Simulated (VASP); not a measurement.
# CdF2 in VASP: a series of runs

Runs on CdF2. Level: PBE. Tasks: single point, relaxation of cell and atoms.

Everything below comes from runs of VASP 6.6.1. Logs are shortened: lines on timing, memory, paths and dates and some standing lists are left out, and cuts for length are marked.

## (1) The cell of the first run

Symmetry: P4_2/mnm, No. 136, tetragonal system. The conventional cell has a = 5.206 Å, b = 5.206 Å, c = 3.536 Å, α = 90.00°, β = 90.00°, γ = 90.00°. Within 3.0 Å of Cd (site symmetry mmm) lie 6 F at 2.26 to 2.27 Å. Within 3.0 Å of F (site symmetry m2m) lie 3 Cd at 2.26 to 2.27 Å and 1 F at 2.84 Å.

The cell was generated, and may not be a known phase.

## (2) Single point, PBE

Input file INCAR:

```
SYSTEM = CdF2
ALGO = Normal
EDIFF = 1E-6
ENCUT = 520
GGA = PE
ISIF = 2
ISMEAR = 0
LASPH = .TRUE.
LCHARG = .FALSE.
LREAL = .FALSE.
LWAVE = .FALSE.
NBANDS = 35
NELM = 100
PREC = Accurate
SIGMA = 0.15
```

Input file KPOINTS:

```
k-points
0
G
  3 3 4
  0 0 0
```

Input file POSCAR:

```
CdF2
1.0
    5.2057585940      0.0000000000      0.0000000000
    0.0000000000      5.2057585940      0.0000000000
    0.0000000000      0.0000000000      3.5359054281
Cd F
2 4
Direct
    0.0000000000      0.0000000000      0.0000000000
    0.5000000000      0.5000000000      0.5000000000
    0.3070914412      0.3070914412      0.0000000000
    0.1929085588      0.8070914412      0.5000000000
    0.6929085588      0.6929085588      0.0000000000
    0.8070914412      0.1929085588      0.5000000000
```

Potentials or basis: VASP PAW PBE potentials, release 64 (Cd, F).

The run is started by

```sh
> cat potpaw_PBE.64/Cd/POTCAR potpaw_PBE.64/F/POTCAR > POTCAR
> mpirun -np 1 vasp_std > vasp.out
```

OUTCAR:

```text
SYSTEM = CdF2
   EDIFF = 1E-6
   ENCUT = 520
   GGA = PE
   ISIF = 2
   ISMEAR = 0
   LASPH = .TRUE.
   LREAL = .FALSE.
   NELM = 100
   PREC = Accurate

 ion  position               nearest neighbor table
   1  0.000  0.000  0.000-   3 2.26   5 2.26   4 2.27   6 2.27   4 2.27   6 2.27
   2  0.500  0.500  0.500-   4 2.26   6 2.26   5 2.27   3 2.27   3 2.27   5 2.27
   3  0.307  0.307  0.000-   1 2.26   2 2.27   2 2.27
   4  0.193  0.807  0.500-   2 2.26   1 2.27   1 2.27
   5  0.693  0.693  0.000-   1 2.26   2 2.27   2 2.27
   6  0.807  0.193  0.500-   2 2.26   1 2.27   1 2.27

  LATTYP: Found a simple tetragonal cell.
 ALAT       =     5.2057585940
 C/A-ratio  =     0.6792296193

  Lattice vectors:

 A1 = (   5.2057585940,   0.0000000000,   0.0000000000)
 A2 = (   0.0000000000,   5.2057585940,   0.0000000000)
 A3 = (   0.0000000000,   0.0000000000,   3.5359054281)

Analysis of symmetry for initial positions (statically):
=====================================================================
 Subroutine PRICEL returns:
 Original cell was already a primitive cell.

 Routine SETGRP: Setting up the symmetry group for a
 simple tetragonal supercell.

 Subroutine GETGRP returns: Found 16 space group operations
 (whereof  8 operations were pure point group operations)
 out of a pool of 16 trial point group operations.

The static configuration has the point symmetry D_2h.
 The point group associated with its full space group is D_4h.

Analysis of symmetry for dynamics (positions and initial velocities):
=====================================================================
 Subroutine PRICEL returns:
 Original cell was already a primitive cell.

 Routine SETGRP: Setting up the symmetry group for a
 simple tetragonal supercell.

 Subroutine GETGRP returns: Found 16 space group operations
 (whereof  8 operations were pure point group operations)
 out of a pool of 16 trial point group operations.

The dynamic configuration has the point symmetry D_2h.
 The point group associated with its full space group is D_4h.

 Subroutine INISYM returns: Found 16 space group operations
 (whereof  8 operations are pure point group operations),
 and found     1 'primitive' translations

----------------------------------------------------------------------------------------

                                     Primitive cell
[... 83 lines left out ...]
   EDIFF  = 0.1E-05   stopping-criterion for ELM
   LREAL  =      F    real-space projection
   EDIFFG = 0.1E-04   stopping-criterion for IOM
   NSW    =      0    number of steps for IOM
   IBRION =     -1    ionic relax: 0-MD 1-quasi-New 2-CG
   NFREE  =      0    steps in history (QN), initial steepest desc. (CG)
   ISIF   =      2    stress and relaxation
   ISYM   =      2    0-nonsym 1-usesym 2-fastsym
   POTIM  = 0.5000    time-step for ionic-motion
   TEBEG  =    0.0;   TEEND  =   0.0 temperature during run
   PSTRESS=    0.0 pullay stress
   NELECT =      52.0000    total number of electrons
   NUPDOWN=      -1.0000    fix difference up-down
   EMIN   =  10.00;   EMAX   =-10.00  energy-range for DOS
   EFERMI =   0.00;   METHOD = LEGACY
   ISMEAR =     0;   SIGMA  =   0.15  broadening in eV -4-tet -1-fermi 0-gaus
   EFERMI_NEDOS =   21; number of points for ismear=-14 and -15
   IALGO  =     38    algorithm
   IMIX   =      4    mixing-type and parameters
     AMIX     =   0.40;   BMIX     =  1.00
     AMIX_MAG =   1.60;   BMIX_MAG =  1.00
  volume/ion in A,a.u.               =      15.97       107.77
  Fermi-wavevector in a.u.,A,eV,Ry     =   1.335323  2.523395 24.260384  1.783088
  Thomas-Fermi vector in A             =   2.464036
   LORBIT       =      0    0 simple, 1 ext, 2 COOP (PROOUT), +10 PAW based schemes
   GGA     = PE    functional components
   LHFCALC =     F    Hartree Fock is set to
   AEXX    =    0.0000 exact exchange contribution
   IVDW    =     0    specifies the selected vdW correction
   LEPSILON=     F    determine dielectric tensor
   LRPA    =     F    only Hartree local field effects (RPA)
 non-spin polarized calculation
 Gauss-broadening in eV      SIGMA  =   0.15
  energy-cutoff  :      520.00
  volume of cell :       95.82
 maximum number of plane-waves:      2617
 NGX is ok and might be reduce to    40

 number of electron      52.0000026 magnetization

 Free energy of the ion-electron system (eV)
  ---------------------------------------------------
  ext. energy  EPLUGINS =         0.00000000
  ---------------------------------------------------
  free energy    TOTEN  =       -21.78000288 eV

  energy without entropy =      -21.78000288  energy(sigma->0) =      -21.78000288

 E-fermi :  -1.8116     XC(G=0):  -9.2153

 val. band max:       -2.5631573018   @ k =   0.0000   0.0000   0.0000
 cond. band min:       0.3462807348   @ k =   0.0000   0.0000   0.0000
 fundamental gap:      2.9094380366
 Fermi energy:        -1.8116370440

 k-point     1 :       0.0000    0.0000    0.0000
  band No.  band energies     occupation
      1     -22.9913      2.00000
      2     -22.6921      2.00000
      3     -22.6193      2.00000
      4     -22.6193      2.00000
      5      -8.4281      2.00000
      6      -8.0460      2.00000
[... 331 lines left out ...]
     34       9.5671      0.00000
     35      12.3604      0.00000

------------------------ aborting loop because EDIFF is reached ----------------------------------------

  FORCE on cell =-STRESS in cart. coord.  units (eV):
  Direction    XX          YY          ZZ          XY          YZ          ZX
  --------------------------------------------------------------------------------------
  -------------------------------------------------------------------------------------
  Total        0.4158069      0.4158069      0.8764545      0.0000000      0.0000000      0.0000000
  in kB        6.9523814      6.9523814     14.6545090      0.0000000      0.0000000      0.0000000
  external PRESSURE =       9.5197572 kB  Pullay stress =       0.0000000 kB

 VOLUME and BASIS-vectors are now :
 -----------------------------------------------------------------------------
  energy-cutoff  :      520.00
  volume of cell :       95.82
      direct lattice vectors                 reciprocal lattice vectors
     5.205758594  0.000000000  0.000000000     0.192094962  0.000000000  0.000000000
     0.000000000  5.205758594  0.000000000     0.000000000  0.192094962  0.000000000
     0.000000000  0.000000000  3.535905428     0.000000000  0.000000000  0.282812994

 POSITION                                       TOTAL-FORCE (eV/Angst)
 -----------------------------------------------------------------------------------
      0.00000      0.00000      0.00000         0.000000      0.000000      0.000000
      2.60288      2.60288      1.76795         0.000000      0.000000      0.000000
      1.59864      1.59864      0.00000        -0.029133     -0.029133      0.000000
      1.00424      4.20152      1.76795         0.029133     -0.029133      0.000000
      3.60711      3.60711      0.00000         0.029133      0.029133     -0.000000
      4.20152      1.00424      1.76795        -0.029133      0.029133     -0.000000
 -----------------------------------------------------------------------------------
    total drift:                                0.000000      0.000000      0.000000

  FREE ENERGIE OF THE ION-ELECTRON SYSTEM (eV)
  ---------------------------------------------------
  free  energy   TOTEN  =       -21.7800028837 eV

  energy  without entropy=      -21.7800028837  energy(sigma->0) =      -21.78000288
```

Wall time 47 s (1 thread of Oxide Virtual Turin-like, shared host); peak memory 0.16 GiB.

Results:

```yaml
Free_energy: -21.7800 eV
Pressure: 1.0 GPa
Largest_force: 0.041 eV/Å
Band_gap_on_the_k_mesh: 2.91 eV
```

Forces in eV/Å, atoms in the order of the input:
```
Cd   0.000  0.000  0.000
Cd   0.000  0.000  0.000
F   -0.029 -0.029  0.000
F    0.029 -0.029  0.000
F    0.029  0.029  0.000
F   -0.029  0.029  0.000
```

Caveat: the k points lie up to 0.44 Å⁻¹ apart.

## (3) Relaxation of cell and atoms, PBE

This run uses another cell than the first one, of 14.06 Å³/atom.

Input file INCAR:

```
PREC     = Accurate       # precision mode
ENCUT    = 600            # plane-wave cutoff, eV
EDIFF    = 1E-6           # SCF threshold, eV
ISMEAR   = 0              # smearing method
SIGMA    = 0.15           # smearing width, eV
LREAL    = F              # projectors in reciprocal space
LASPH    = T              # aspherical terms in the spheres
NELM     = 80             # most SCF steps
ALGO     = Normal         # electronic algorithm
ISIF     = 3              # what is computed and relaxed
LWAVE    = F              # write WAVECAR
LCHARG   = F              # write CHGCAR
GGA      = PE             # functional
IBRION   = 2              # ionic algorithm
NSW      = 36             # ionic steps
EDIFFG   = -0.08          # ionic threshold
```

Input file KPOINTS:

```
Automatic mesh
0
Gamma
  3 3 4
```

Input file POSCAR:

```
CdF2
1.0
    5.0588869300      0.0000000000      0.0000000000
    0.0000000000      5.0588869300      0.0000000000
    0.0000000000      0.0000000000      3.2961008700
Cd F
2 4
Direct
    0.0000000000      0.0000000000      0.0000000000
    0.5000000000      0.5000000000      0.5000000000
    0.3049161400      0.3049161400      0.0000000000
    0.1950838600      0.8049161400      0.5000000000
    0.6950838600      0.6950838600      0.0000000000
    0.8049161400      0.1950838600      0.5000000000
```

Potentials or basis: VASP PAW PBE potentials, release 64 (Cd, F).

The run is started by

```sh
> cat potpaw_PBE.64/Cd/POTCAR potpaw_PBE.64/F/POTCAR > POTCAR
> mpirun -np 1 vasp_std > vasp.out
```

It took 3.1 min on 1 thread of Oxide Virtual Turin-like, shared host; peak memory 0.18 GiB.

Results (log left out):

| Item | Value |
| --- | --- |
| Free energy | -21.7654 eV |
| Relaxed volume | 16.19 Å³/atom |
| Relaxed cell | a = 5.230 Å, b = 5.230 Å, c = 3.552 Å, α = 90.00°, β = 90.00°, γ = 90.00° |
| Space group after relaxing (to 0.1 Å) | P4_2/mnm (No. 136) |
| Energy gained by relaxing | 100.1 meV/atom |
| Ionic steps | 6 |
| Pressure after relaxing | -0.2 GPa |
| Largest force after relaxing | 0.035 eV/Å |
| Band gap on the k mesh | 2.87 eV |

Forces in eV/Å, atoms in the order of the input:
```
Cd   0.000  0.000  0.000
Cd   0.000  0.000  0.000
F    0.025  0.025  0.000
F   -0.025  0.025  0.000
F   -0.025 -0.025  0.000
F    0.025 -0.025  0.000
```

Stress tensor (GPa, compression positive):
```
-0.30  0.00  0.00
 0.00 -0.30  0.00
 0.00  0.00 -0.06
```

The path:
| step | energy change (eV) | largest force (eV/Å) | pressure (GPa) | volume (Å³) |
| --- | --- | --- | --- | --- |
| 1 | 0.0000 | 0.3862 | 16.07 | 84.35 |
| 2 | -0.5111 | 0.1940 | -4.03 | 102.73 |
| 3 | -0.5901 | 0.1125 | 0.07 | 96.93 |
| 4 | -0.5901 | 0.1176 | -0.15 | 97.19 |
| 5 | -0.5939 | 0.0977 | -0.16 | 97.18 |
| 6 | -0.6009 | 0.0347 | -0.22 | 97.14 |

Final structure:
```yaml
crystal:
  lattice:
    - [5.22977, 0.00000, 0.00000]
    - [0.00000, 5.22977, 0.00000]
    - [0.00000, 0.00000, 3.55177]
  atoms:
    - { symbol: Cd, position: [0.00000, 0.00000, 0.00000] }
    - { symbol: Cd, position: [0.50000, 0.50000, 0.50000] }
    - { symbol: F, position: [0.30580, 0.30580, 0.00000] }
    - { symbol: F, position: [0.19420, 0.80580, 0.50000] }
    - { symbol: F, position: [0.69420, 0.69420, 0.00000] }
    - { symbol: F, position: [0.80580, 0.19420, 0.50000] }
```

Levels at points of the mesh, in eV from the valence-band top:
```tsv
k point	band 23	band 24	band 25	band 26	band 27	band 28	band 29	band 30
(0.00, 0.00, 0.00)	-0.61	-0.22	-0.22	0.00	2.87	7.93	8.85	8.85
(0.00, 0.00, 0.50)	-1.04	-1.04	-0.85	-0.85	6.90	6.90	10.66	10.66
```

Caveat: the k points lie up to 0.44 Å⁻¹ apart in the final cell; the volume moved by over 15 % at a fixed basis, so the end points are rough; the relaxation stopped at a loose force limit of 0.08 eV/Å, so its end isn't a converged minimum.

## (4) Single point, PBE

This run uses another cell than the first one, of 16.01 Å³/atom.

Input file INCAR:

```
SYSTEM = CdF2
  ALGO = Normal
  EDIFF = 1E-7
  ENCUT = 520
  GGA = PE
  ISIF = 2
  ISMEAR = 0
  LASPH = .True.
  LCHARG = .False.
  LREAL = .False.
  LWAVE = .False.
  NBANDS = 35
  NELM = 80
  PREC = Accurate
  SIGMA = 0.02
```

Input file KPOINTS:

```
k-points
0
Gamma
  6 6 6
  0 0 0
```

Input file POSCAR:

```
CdF2
1.0
    5.2013660370      0.0000000000      0.0000000000
    0.0000000000      5.2013660370      0.0000000000
    0.0000000000      0.0000000000      3.5514084520
Cd F
2 4
Direct
    0.0000000000      0.0000000000      0.0000000000
    0.5000000000      0.5000000000      0.5000000000
    0.3067870959      0.3067870959      0.0000000000
    0.1932129041      0.8067870959      0.5000000000
    0.6932129041      0.6932129041      0.0000000000
    0.8067870959      0.1932129041      0.5000000000
```

The run is started by

```sh
> cat potpaw_PBE.64/Cd/POTCAR potpaw_PBE.64/F/POTCAR > POTCAR
> mpirun -np 1 vasp_std > vasp.out
```

Run time: 3.2 min. Hardware: 1 thread of Oxide Virtual Turin-like, shared host; peak memory 0.22 GiB.

It converged, with:

- Free energy: -21.7843 eV
- Pressure: 0.6 GPa
- Largest force: 0.011 eV/Å
- Band gap on the k mesh: 2.89 eV

Forces on the atoms (eV/Å):
```
Cd   0.000  0.000  0.000
Cd   0.000  0.000  0.000
F   -0.008 -0.008  0.000
F    0.008 -0.008  0.000
F    0.008  0.008  0.000
F   -0.008  0.008  0.000
```

Stress tensor (GPa, compression positive):
```
0.52 0.00 0.00
0.00 0.52 0.00
0.00 0.00 0.83
```

Levels at points of the mesh, in eV from the valence-band top:
```csv
k point,band 23,band 24,band 25,band 26,band 27,band 28,band 29,band 30
"(0.00, 0.00, 0.00)",-0.65,-0.22,-0.22,0.00,2.89,8.00,8.87,8.87
"(0.50, 0.00, 0.00)",-0.52,-0.52,-0.29,-0.29,5.11,5.11,9.72,9.72
"(0.50, 0.50, 0.00)",-0.77,-0.77,-0.23,-0.23,5.90,5.90,8.09,8.09
"(0.00, 0.00, 0.50)",-1.08,-1.08,-0.88,-0.88,6.94,6.94,10.76,10.76
"(0.50, 0.00, 0.50)",-0.87,-0.87,-0.01,-0.01,7.46,7.46,9.14,9.14
"(0.50, 0.50, 0.50)",-0.88,-0.88,-0.70,-0.70,7.18,7.18,10.42,10.42
```

## (5) Single point, PBE

This run uses another cell than the first one: it holds 12 atoms, not 6.

Input file INCAR:

```
SYSTEM = CdF2
ALGO = Normal
EDIFF = 1E-6
ENCUT = 520
GGA = PE
ISIF = 2
ISMEAR = 0
LASPH = .TRUE.
LCHARG = .FALSE.
LREAL = .FALSE.
LWAVE = .FALSE.
NBANDS = 64
NELM = 80
PREC = Accurate
SIGMA = 0.1
```

Input file KPOINTS:

```
k-points
0
G
  4 4 2
  0 0 0
```

Input file POSCAR:

```
CdF2
1.0
    0.0000000000      0.0000000000     -3.5514084520
    0.0000000000     -5.2013660370      0.0000000000
  -10.4027320740      0.0000000000      0.0000000000
Cd F
4 8
Direct
    1.0000000000      1.0000000000      1.0000000000
    1.0000000000      1.0000000000      0.5000000000
    0.5000000000      0.5000000000      0.7500000000
    0.5000000000      0.5000000000      0.2500000000
    1.0000000000      0.6932129041      0.8466064521
    0.0000000000      0.6932129041      0.3466064521
    0.5000000000      0.1932129041      0.9033935479
    0.5000000000      0.1932129041      0.4033935479
    1.0000000000      0.3067870959      0.6533935479
    1.0000000000      0.3067870959      0.1533935479
    0.5000000000      0.8067870959      0.5966064521
    0.5000000000      0.8067870959      0.0966064521
```

The run is started by

```sh
> cat potpaw_PBE.64/Cd/POTCAR potpaw_PBE.64/F/POTCAR > POTCAR
> mpirun -np 1 vasp_std > vasp.out
```

It took 6.2 min on 1 thread of Oxide Virtual Turin-like, shared host; peak memory 0.33 GiB.

It converged, with:

```
Free energy            : -43.5674 eV
Pressure               : 0.6 GPa
Largest force          : 0.012 eV/Å
Band gap on the k mesh : 2.89 eV
```

Forces on the atoms (eV/Å):
```
Cd   0.000  0.000  0.000
Cd   0.000  0.000  0.000
Cd   0.000  0.000  0.000
Cd   0.000  0.000  0.000
F   -0.008 -0.008  0.000
F   -0.008 -0.008  0.000
F    0.008 -0.008  0.000
F    0.008 -0.008  0.000
F    0.008  0.008  0.000
F    0.008  0.008  0.000
F   -0.008  0.008  0.000
F   -0.008  0.008  0.000
```

Stress tensor (GPa, compression positive):
```
0.51 0.00 0.00
0.00 0.51 0.00
0.00 0.00 0.83
```

Levels at points of the mesh, in eV from the valence-band top:
```tsv
k point	band 50	band 51	band 52	band 53	band 54	band 55
(0.00, 0.00, 0.00)	-0.22	-0.22	0.00	2.89	5.11	5.11
(0.50, 0.00, 0.00)	-0.87	-0.01	-0.01	6.94	6.94	7.46
(0.00, 0.50, 0.00)	-0.29	-0.23	-0.23	5.11	5.11	5.90
(0.50, 0.50, 0.00)	-0.70	-0.01	-0.01	7.18	7.18	7.46
(0.00, 0.00, 0.50)	-0.24	-0.13	-0.13	3.59	3.59	6.81
(0.50, 0.00, 0.50)	-0.34	-0.34	-0.34	7.15	7.15	7.15
(0.00, 0.50, 0.50)	-0.26	-0.26	-0.26	5.46	5.46	5.46
(0.50, 0.50, 0.50)	-0.23	-0.23	-0.23	7.31	7.31	7.31
```

Caveat: the k points lie up to 0.44 Å⁻¹ apart.

(Part 1 of 2 ends here.)
